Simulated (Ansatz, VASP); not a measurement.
# One calculation of Ge, two programs

INCAR

```
SYSTEM = Ge
  PREC = Accurate
  ENCUT = 520
  EDIFF = 1E-7
  ISMEAR = 0
  SIGMA = 0.15
  LREAL = .False.
  LASPH = .True.
  NELM = 80
  ALGO = Normal
  ISIF = 2
  LWAVE = .False.
  LCHARG = .False.
  GGA = PE
  NBANDS = 21
```

Contents of KPOINTS:

```
Automatic mesh
0
Gamma
  14 14 14
  0 0 0
```

Contents of POSCAR:

```
Ge
1.0
    0.0000000000      3.1009659829      2.5849652433
    3.1009659829      0.0000000000      2.5849652433
    3.1009659829      3.1009659829      0.0000000000
Ge
2
Direct
    0.5000000000      0.5000000000      0.5000000000
    0.7500000000      0.7500000000      0.7500000000
```

Input for Ansatz:

```yaml
crystal:
  lattice:
    - [0.0, 3.1009659829, 2.5849652433]
    - [3.1009659829, 0.0, 2.5849652433]
    - [3.1009659829, 3.1009659829, 0.0]
  atoms:
    - { symbol: Ge, position: [0.5, 0.5, 0.5] }
    - { symbol: Ge, position: [0.75, 0.75, 0.75] }
basis:
  ecutwfc: 420
kpoints:
  mp_grid: { grid: [14, 14, 14] }
hamiltonian:
  xc: pbe
scf:
  occupations: { method: gaussian, width: 0.15 }
output:
  forces: true
  stress: true
  eigenvalues: true
  write_density: true
  write_potential: true
  elf: true
  volumetric_format: npy
```

Alike in both runs: task single point; functional PBE; k mesh 14 × 14 × 14; occupations gaussian, width 0.15 eV; no spin polarisation.

|  | VASP | Ansatz |
| --- | --- | --- |
| version | VASP 6.6.1 | Ansatz 0.2.0 |
| potentials or method | VASP PAW PBE potentials, release 64 (Ge_d), cutoff 520 eV | scalar-relativistic, plane waves, PAW |
| valence electrons in the cell | 28 | 28 |

Ansatz gave:

```
gap on the k mesh at the Fermi level (eV)                     : none
pressure (GPa)                                                : -2.3
traceless stress, the component that is largest in VASP (GPa) : 5.00
```

**Question.** What did VASP give for the same quantities?

**Answer.** gap on the k mesh at the Fermi level (eV): none; pressure (GPa): -2.4; traceless stress, the component that is largest in VASP (GPa): 5.01.

A gap of «none» marks a metal or a gap that the smearing closes. With one functional, cell and mesh, what is left measures potentials, basis and numerics.
